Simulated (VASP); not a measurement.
# SnO (Pmn2_1) in VASP: a series of runs

The runs below take SnO through single point, with BLYP, LDA, PBEsol.

All numbers are computed with VASP 6.6.1; they aren't measurements. Logs are shortened: lines on timing, memory, paths and dates and some standing lists are left out, and cuts for length are marked.

**1. The cell of the first run**

Symmetry: Pmn2_1, No. 31, orthorhombic system. Conventional cell: a = 3.355 Å, b = 5.674 Å, c = 4.222 Å, α = 90.00°, β = 90.00°, γ = 90.00°. Sn (site symmetry m) has 3 O at 2.15 to 2.16 Å within 2.8 Å. Within 2.8 Å of O (site symmetry m) lie 3 Sn at 2.15 to 2.16 Å.

**2. Single point, BLYP**

INCAR reads:

```
SYSTEM = SnO
AGGAC = 1.0 ; AGGAX = 1.0
ALDAC = 0.0 ; ALDAX = 1.0
ALGO = Normal ; EDIFF = 1E-6
ENCUT = 910 ; GGA = B5
GGA_COMPAT = .FALSE. ; ISIF = 2
ISMEAR = 0 ; LASPH = .TRUE.
LCHARG = .TRUE. ; LELF = .TRUE.
LREAL = .FALSE. ; LVHAR = .TRUE.
LWAVE = .FALSE. ; NBANDS = 28
NELM = 120 ; PREC = Accurate
SIGMA = 0.01
```

KPOINTS reads:

```
k-points
0
G
  6 4 4
  0 0 0
```

POSCAR reads:

```
SnO
1.0
    3.3550050000      0.0000000000      0.0000000000
    0.0000000000      5.6741040000      0.0000000000
    0.0000000000      0.0000000000      4.2219700000
Sn O
2 2
Direct
    0.0000000000      0.2319090000      0.5131440000
    0.5000000000      0.7680910000      0.0131440000
    0.0000000000      0.8912500000      0.7368570000
    0.5000000000      0.1087500000      0.2368570000
```

Potentials or basis: VASP PAW PBE potentials, release 64 (Sn_d, O_h).

Run with:

```console
> cat potpaw_PBE.64/Sn_d/POTCAR potpaw_PBE.64/O_h/POTCAR > POTCAR
> mpirun -np 1 vasp_std > vasp.out
```

OUTCAR:

```text
SYSTEM = SnO
   EDIFF = 1E-6
   ENCUT = 910
   GGA = B5
   ISIF = 2
   ISMEAR = 0
   LASPH = .TRUE.
   LREAL = .FALSE.
   NELM = 120
   PREC = Accurate

 ion  position               nearest neighbor table
   1  0.000  0.232  0.513-   3 2.15   4 2.16   4 2.16
   2  0.500  0.768  0.013-   4 2.15   3 2.16   3 2.16
   3  0.000  0.891  0.737-   1 2.15   2 2.16   2 2.16
   4  0.500  0.109  0.237-   2 2.15   1 2.16   1 2.16

  LATTYP: Found a simple orthorhombic cell.
 ALAT       =     3.3550050000
 B/A-ratio  =     1.2584094510
 C/A-ratio  =     1.6912356315

  Lattice vectors:

 A1 = (  -3.3550050000,   0.0000000000,   0.0000000000)
 A2 = (   0.0000000000,   0.0000000000,   4.2219700000)
 A3 = (   0.0000000000,   5.6741040000,   0.0000000000)

Analysis of symmetry for initial positions (statically):
=====================================================================
 Subroutine PRICEL returns:
 Original cell was already a primitive cell.

 Routine SETGRP: Setting up the symmetry group for a
 simple orthorhombic supercell.

 Subroutine GETGRP returns: Found  4 space group operations
 (whereof  2 operations were pure point group operations)
 out of a pool of  8 trial point group operations.

The static configuration has the point symmetry C_1h.
 The point group associated with its full space group is C_2v.

Analysis of symmetry for dynamics (positions and initial velocities):
=====================================================================
 Subroutine PRICEL returns:
 Original cell was already a primitive cell.

 Routine SETGRP: Setting up the symmetry group for a
 simple orthorhombic supercell.

 Subroutine GETGRP returns: Found  4 space group operations
 (whereof  2 operations were pure point group operations)
 out of a pool of  8 trial point group operations.

The dynamic configuration has the point symmetry C_1h.
 The point group associated with its full space group is C_2v.

 Subroutine INISYM returns: Found  4 space group operations
 (whereof  2 operations are pure point group operations),
 and found     1 'primitive' translations

----------------------------------------------------------------------------------------

                                     Primitive cell

  volume of cell :      80.3722

  direct lattice vectors                    reciprocal lattice vectors
     3.355005000  0.000000000  0.000000000     0.298062149  0.000000000  0.000000000
     0.000000000  5.674104000  0.000000000     0.000000000  0.176239279  0.000000000
     0.000000000  0.000000000  4.221970000     0.000000000  0.000000000  0.236856254

  length of vectors
     3.355005000  5.674104000  4.221970000     0.298062149  0.176239279  0.236856254

  position of ions in fractional coordinates (direct lattice)
     0.000000000  0.231909000  0.513144000
     0.500000000  0.768091000  0.013144000
     0.000000000  0.891250000  0.736857000
     0.500000000  0.108750000  0.236857000

  ion indices of the primitive-cell ions
   primitive index   ion index
                 1           1
                 2           2
                 3           3
                 4           4

----------------------------------------------------------------------------------------

 KPOINTS: k-points

Automatic generation of k-mesh.
 Grid dimensions read from file:
 generate k-points for:    6    4    4

 Generating k-lattice:

  Cartesian coordinates                     Fractional coordinates (reciprocal lattice)
     0.049677025  0.000000000  0.000000000     0.166666667  0.000000000  0.000000000
     0.000000000  0.044059820  0.000000000     0.000000000  0.250000000  0.000000000
     0.000000000  0.000000000  0.059214064     0.000000000  0.000000000  0.250000000

  Length of vectors
     0.049677025  0.044059820  0.059214064

  Shift w.r.t. Gamma in fractional coordinates (k-lattice)
     0.000000000  0.000000000  0.000000000

 Subroutine IBZKPT returns following result:
 ===========================================

 Found     36 irreducible k-points:

 Following reciprocal coordinates:
            Coordinates               Weight
  0.000000  0.000000  0.000000      1.000000
  0.166667  0.000000  0.000000      2.000000
  0.333333  0.000000  0.000000      2.000000
  0.500000  0.000000  0.000000      1.000000
  0.000000  0.250000  0.000000      2.000000
  0.166667  0.250000  0.000000      4.000000
[... 16 lines left out ...]
  0.333333  0.500000  0.250000      4.000000
  0.500000  0.500000  0.250000      2.000000
 [... further k-points ...]
   k-points           NKPTS =     36   k-points in BZ     NKDIM =     36   number of bands    NBANDS=     28
   number of dos      NEDOS =    301   number of ions     NIONS =      4
   total plane-waves  NPLWV =  84672
   dimension x,y,z NGX =    36 NGY =   56 NGZ =   42
   dimension x,y,z NGXF=    72 NGYF=  112 NGZF=   84
   ions per type =               2   2
   NGX,Y,Z   is equivalent  to a cutoff of  17.84, 16.41, 16.54 a.u.
   NGXF,Y,Z  is equivalent  to a cutoff of  35.68, 32.81, 33.08 a.u.
 SYSTEM =  SnO
   PREC   = accura    normal or accurate (medium, high low for compatibility)
   ISTART =      0    job   : 0-new  1-cont  2-samecut
   ICHARG =      2    charge: 1-file 2-atom 10-const
   ISPIN  =      1    spin polarized calculation?
   LNONCOLLINEAR =      F non collinear calculations
   LSORBIT =      F    spin-orbit coupling
   LASPH  =      T    aspherical Exc in radial PAW
   ENCUT  =  910.0 eV  66.88 Ry    8.18 a.u.   8.25 13.96 10.38*2*pi/ulx,y,z
   NELM   =    120;   NELMIN=  2; NELMDL= -5     # of ELM steps
   EDIFF  = 0.1E-05   stopping-criterion for ELM
   LREAL  =      F    real-space projection
   EDIFFG = 0.1E-04   stopping-criterion for IOM
   NSW    =      0    number of steps for IOM
   IBRION =     -1    ionic relax: 0-MD 1-quasi-New 2-CG
   NFREE  =      0    steps in history (QN), initial steepest desc. (CG)
   ISIF   =      2    stress and relaxation
   ISYM   =      2    0-nonsym 1-usesym 2-fastsym
   POTIM  = 0.5000    time-step for ionic-motion
   TEBEG  =    0.0;   TEEND  =   0.0 temperature during run
   PSTRESS=    0.0 pullay stress
   NELECT =      40.0000    total number of electrons
   NUPDOWN=      -1.0000    fix difference up-down
   EMIN   =  10.00;   EMAX   =-10.00  energy-range for DOS
   EFERMI =   0.00;   METHOD = LEGACY
   ISMEAR =     0;   SIGMA  =   0.01  broadening in eV -4-tet -1-fermi 0-gaus
   EFERMI_NEDOS =   21; number of points for ismear=-14 and -15
   IALGO  =     38    algorithm
   IMIX   =      4    mixing-type and parameters
     AMIX     =   0.40;   BMIX     =  1.00
     AMIX_MAG =   1.60;   BMIX_MAG =  1.00
  volume/ion in A,a.u.               =      20.09       135.59
  Fermi-wavevector in a.u.,A,eV,Ry     =   1.297357  2.451650 22.900458  1.683136
  Thomas-Fermi vector in A             =   2.428755
   LORBIT       =      0    0 simple, 1 ext, 2 COOP (PROOUT), +10 PAW based schemes
   GGA     = B5    functional components
   LHFCALC =     F    Hartree Fock is set to
   AEXX    =    0.0000 exact exchange contribution
   IVDW    =     0    specifies the selected vdW correction
   LEPSILON=     F    determine dielectric tensor
   LRPA    =     F    only Hartree local field effects (RPA)
 non-spin polarized calculation
 Gauss-broadening in eV      SIGMA  =   0.01
  energy-cutoff  :      910.00
  volume of cell :       80.37
 maximum number of plane-waves:      5040
 NGX is ok and might be reduce to    36
   NGX = 17   NGY = 27   NGZ = 21

 number of electron      40.0000001 magnetization

 Free energy of the ion-electron system (eV)
  ---------------------------------------------------
  ext. energy  EPLUGINS =         0.00000000
  ---------------------------------------------------
  free energy    TOTEN  =       -20.89584724 eV

  energy without entropy =      -20.89584724  energy(sigma->0) =      -20.89584724

 E-fermi :   5.4084     XC(G=0):  -9.0251

 val. band max:        5.3397896826   @ k =   0.0000   0.0000   0.0000
 cond. band min:       7.1587009281   @ k =   0.3333   0.5000   0.0000
 fundamental gap:      1.8189112454
 Fermi energy:         5.4084106050

 k-point     1 :       0.0000    0.0000    0.0000
  band No.  band energies     occupation
      1     -15.7616      2.00000
      2     -15.4492      2.00000
      3     -15.3634      2.00000
      4     -15.3413      2.00000
      5     -15.3140      2.00000
      6     -15.2770      2.00000
[... 20 lines left out ...]
     27      14.4073      0.00000
     28      15.0014      0.00000

 k-point     2 :       0.1667    0.0000    0.0000
  band No.  band energies     occupation
      1     -15.7503      2.00000
      2     -15.4497      2.00000
      3     -15.3818      2.00000
      4     -15.3488      2.00000
      5     -15.3249      2.00000
      6     -15.2790      2.00000
[... 20 lines left out ...]
     27      14.3148      0.00000
     28      15.1637      0.00000

 k-point     3 :       0.3333    0.0000    0.0000
  band No.  band energies     occupation
      1     -15.7435      2.00000
      2     -15.6048      2.00000
      3     -15.3367      2.00000
      4     -15.3242      2.00000
      5     -15.3069      2.00000
      6     -15.2893      2.00000
[... 20 lines left out ...]
     27      13.8789      0.00000
     28      15.4341      0.00000

 k-point     4 :       0.5000    0.0000    0.0000
  band No.  band energies     occupation
      1     -15.7154      2.00000
      2     -15.7154      2.00000
      3     -15.3248      2.00000
      4     -15.3248      2.00000
      5     -15.2875      2.00000
      6     -15.2875      2.00000
[... 578 lines left out ...]
     27      15.9045      0.00000
     28      16.1338      0.00000

 k-point    23 :       0.3333    0.5000    0.2500
  band No.  band energies     occupation
      1     -15.7346      2.00000
      2     -15.6369      2.00000
      3     -15.3387      2.00000
      4     -15.3386      2.00000
      5     -15.2964      2.00000
      6     -15.2906      2.00000
[... 20 lines left out ...]
     27      15.4116      0.00000
     28      15.5458      0.00000

 k-point    24 :       0.5000    0.5000    0.2500
  band No.  band energies     occupation
      1     -15.7278      2.00000
      2     -15.7278      2.00000
      3     -15.3343      2.00000
      4     -15.3343      2.00000
      5     -15.2798      2.00000
      6     -15.2798      2.00000
[... 20 lines left out ...]
     27      15.2134      0.00000
     28      15.2134      0.00000

 [... further k-points ...]
[... 5 lines left out ...]
  --------------------------------------------------------------------------------------
  -------------------------------------------------------------------------------------
  Total        2.2201940      1.9261081      1.8324460      0.0000000      0.0000000      0.0000000
  in kB       44.2584189     38.3959698     36.5288628      0.0000000      0.0000000      0.0000000
  external PRESSURE =      39.7277505 kB  Pullay stress =       0.0000000 kB

 VOLUME and BASIS-vectors are now :
 -----------------------------------------------------------------------------
  energy-cutoff  :      910.00
  volume of cell :       80.37
      direct lattice vectors                 reciprocal lattice vectors
     3.355005000  0.000000000  0.000000000     0.298062149  0.000000000  0.000000000
     0.000000000  5.674104000  0.000000000     0.000000000  0.176239279  0.000000000
     0.000000000  0.000000000  4.221970000     0.000000000  0.000000000  0.236856254

 POSITION                                       TOTAL-FORCE (eV/Angst)
 -----------------------------------------------------------------------------------
      0.00000      1.31588      2.16648         0.000000      0.138218      0.068823
      1.67750      4.35823      0.05549         0.000000     -0.138218      0.068823
      0.00000      5.05705      3.11099         0.000000      0.010042     -0.068823
      1.67750      0.61706      1.00000         0.000000     -0.010042     -0.068823
 -----------------------------------------------------------------------------------
    total drift:                                0.000000      0.000000      0.000671

  FREE ENERGIE OF THE ION-ELECTRON SYSTEM (eV)
  ---------------------------------------------------
  free  energy   TOTEN  =       -20.8958472417 eV

  energy  without entropy=      -20.8958472417  energy(sigma->0) =      -20.89584724
```

It took 96 s on 1 thread of Intel Xeon 6975P-C (Granite Rapids), shared host; peak memory 0.36 GiB.

What came out:

```yaml
Free_energy: -20.8958 eV
Pressure: 4.0 GPa
Largest_force: 0.154 eV/Å
Band_gap_on_the_k_mesh: 1.82 eV (least direct gap 2.57 eV)
```

Forces in eV/Å, atoms in the order of the input:
```
Sn   0.000  0.138  0.069
Sn   0.000 -0.138  0.069
O    0.000  0.010 -0.069
O    0.000 -0.010 -0.069
```

Caveat: the cutoff is under 1.25 times the usual one of these potentials, so pressure, stress and relaxed cells hold a basis-set (Pulay) error; the cell stands under pressure; the PAW data sets were made with another functional, which shifts forces and pressure a little; spin-orbit coupling is left out, which moves the levels of the heavy elements. A k mesh can miss the band edges.

**3. Single point, LDA**

INCAR reads:

```
PREC     = Accurate       # precision mode
ENCUT    = 910            # plane-wave cutoff, eV
EDIFF    = 1E-6           # SCF threshold, eV
ISMEAR   = 0              # smearing method
SIGMA    = 0.01           # smearing width, eV
LREAL    = F              # projectors in reciprocal space
LASPH    = T              # aspherical terms in the spheres
NELM     = 120            # most SCF steps
ALGO     = Normal         # electronic algorithm
ISIF     = 2              # what is computed and relaxed
LWAVE    = F              # write WAVECAR
LCHARG   = F              # write CHGCAR
NBANDS   = 28             # bands
GGA_COMPAT= F
```

KPOINTS reads:

```
Automatic mesh
0
Gamma
  6 4 4
```

POSCAR is that of step 2.

Potentials or basis: VASP PAW LDA potentials, release 64 (Sn_d, O_h).

Run with:

```console
> cat potpaw_LDA.64/Sn_d/POTCAR potpaw_LDA.64/O_h/POTCAR > POTCAR
> mpirun -np 1 vasp_std > vasp.out
```

Run time: 66 s. Hardware: 1 thread of AMD EPYC 9R45 (Zen 5), shared host; peak memory 0.29 GiB.

The run converged. Its results:

```yaml
Free_energy: -25.2013 eV
Pressure: -5.3 GPa
Largest_force: 0.657 eV/Å
Band_gap_on_the_k_mesh: 1.60 eV (least direct gap 2.35 eV)
```

Forces on the atoms (eV/Å):
```
Sn   0.000 -0.628 -0.192
Sn   0.000  0.628 -0.192
O    0.000  0.173  0.192
O    0.000 -0.173  0.192
```

Stress tensor (GPa, compression positive):
```
-6.26  0.00  0.00
 0.00 -5.00  0.00
 0.00  0.00 -4.75
```

Levels at points of the mesh, in eV from the valence-band top:
| k point | band 18 | band 19 | band 20 | band 21 | band 22 | band 23 |
| --- | --- | --- | --- | --- | --- | --- |
| (0.00, 0.00, 0.00) | -2.62 | -2.03 | 0.00 | 2.59 | 3.12 | 5.81 |
| (0.50, 0.00, 0.00) | -2.56 | -1.25 | -1.25 | 2.54 | 2.54 | 5.46 |
| (0.00, 0.50, 0.00) | -2.65 | -1.58 | -1.35 | 3.25 | 3.86 | 4.80 |
| (0.50, 0.50, 0.00) | -2.64 | -0.90 | -0.90 | 1.85 | 1.85 | 6.19 |
| (0.00, 0.00, 0.50) | -3.18 | -1.65 | -1.65 | 2.60 | 2.60 | 5.16 |
| (0.50, 0.00, 0.50) | -3.14 | -1.07 | -1.07 | 2.08 | 2.08 | 4.53 |
| (0.00, 0.50, 0.50) | -2.91 | -1.50 | -1.50 | 1.88 | 1.88 | 5.87 |
| (0.50, 0.50, 0.50) | -3.42 | -0.43 | -0.43 | 2.41 | 2.41 | 4.09 |

Caveat: the cutoff is under 1.25 times the usual one of these potentials, so pressure, stress and relaxed cells hold a basis-set (Pulay) error; the cell stands under tension; spin-orbit coupling is left out, which moves the levels of the heavy elements.

**4. Single point, PBEsol**

INCAR reads:

```
SYSTEM = SnO
PREC = Accurate ; ENCUT = 910
EDIFF = 1E-6 ; ISMEAR = 0
SIGMA = 0.01 ; LREAL = .FALSE.
LASPH = .TRUE. ; NELM = 120
ALGO = Normal ; ISIF = 2
LWAVE = .FALSE. ; LCHARG = .FALSE.
GGA = PS ; NBANDS = 28
GGA_COMPAT = .FALSE.
```

KPOINTS reads:

```
Automatic mesh
0
G
  6 4 4
  0 0 0
```

POSCAR is that of step 3.

Potentials or basis: VASP PAW PBE potentials, release 64 (Sn_d, O_h).

Run with:

```console
> cat potpaw_PBE.64/Sn_d/POTCAR potpaw_PBE.64/O_h/POTCAR > POTCAR
> mpirun -np 1 vasp_std > vasp.out
```

Run time: 2 min. Hardware: 1 thread of Intel Xeon Platinum 8375C at 2.90GHz (Ice Lake), shared host; peak memory 0.36 GiB.

Results (log left out):

* Free energy: -23.8129 eV
* Pressure: -3.0 GPa
* Largest force: 0.359 eV/Å
* Band gap on the k mesh: 1.58 eV (least direct gap 2.33 eV)

Forces on the atoms (eV/Å):
```
Sn   0.000 -0.345 -0.098
Sn   0.000  0.345 -0.098
O    0.000  0.119  0.098
O    0.000 -0.119  0.098
```

Stress tensor (GPa, compression positive):
```
-3.66  0.00  0.00
 0.00 -2.72  0.00
 0.00  0.00 -2.68
```

Levels at points of the mesh, in eV from the valence-band top:
| k point | band 18 | band 19 | band 20 | band 21 | band 22 | band 23 |
| --- | --- | --- | --- | --- | --- | --- |
| (0.00, 0.00, 0.00) | -2.64 | -2.05 | 0.00 | 2.61 | 3.11 | 5.81 |
| (0.50, 0.00, 0.00) | -2.58 | -1.25 | -1.25 | 2.53 | 2.53 | 5.49 |
| (0.00, 0.50, 0.00) | -2.66 | -1.59 | -1.38 | 3.27 | 3.86 | 4.80 |
| (0.50, 0.50, 0.00) | -2.65 | -0.91 | -0.91 | 1.84 | 1.84 | 6.23 |
| (0.00, 0.00, 0.50) | -3.20 | -1.66 | -1.66 | 2.61 | 2.61 | 5.17 |
| (0.50, 0.00, 0.50) | -3.16 | -1.08 | -1.08 | 2.06 | 2.06 | 4.56 |
| (0.00, 0.50, 0.50) | -2.93 | -1.51 | -1.51 | 1.87 | 1.87 | 5.92 |
| (0.50, 0.50, 0.50) | -3.43 | -0.43 | -0.43 | 2.38 | 2.38 | 4.10 |

Caveat: the cutoff is under 1.25 times the usual one of these potentials, so pressure, stress and relaxed cells hold a basis-set (Pulay) error; the cell stands under tension; the PAW data sets were made with another functional, which shifts forces and pressure a little; spin-orbit coupling is left out, which moves the levels of the heavy elements.

**5. Summary**

```csv
level,potentials or basis,gap on the mesh (eV),pressure (GPa),largest force (eV/Å)
BLYP,"VASP PAW PBE potentials, release 64 (Sn_d, O_h)",1.82,4.0,0.15
LDA,"VASP PAW LDA potentials, release 64 (Sn_d, O_h)",1.60,-5.3,0.66
PBEsol,"VASP PAW PBE potentials, release 64 (Sn_d, O_h)",1.58,-3.0,0.36
```

Alike in all rows: task single point; no spin polarisation; cell as given; k mesh 6 × 4 × 4; cutoff (eV) 910; smearing gaussian 0.01 eV.

Caveats: the cutoff is under 1.25 times the usual one of these potentials, so pressure, stress and relaxed cells hold a basis-set (Pulay) error; spin-orbit coupling is left out, which moves the levels of the heavy elements; the PAW data sets were made with another functional, which shifts forces and pressure a little (at least some runs); the cell stands under tension (at least some runs); the cell stands under pressure (at least some runs).

Absolute energies hang on the potentials; compare differences alone.
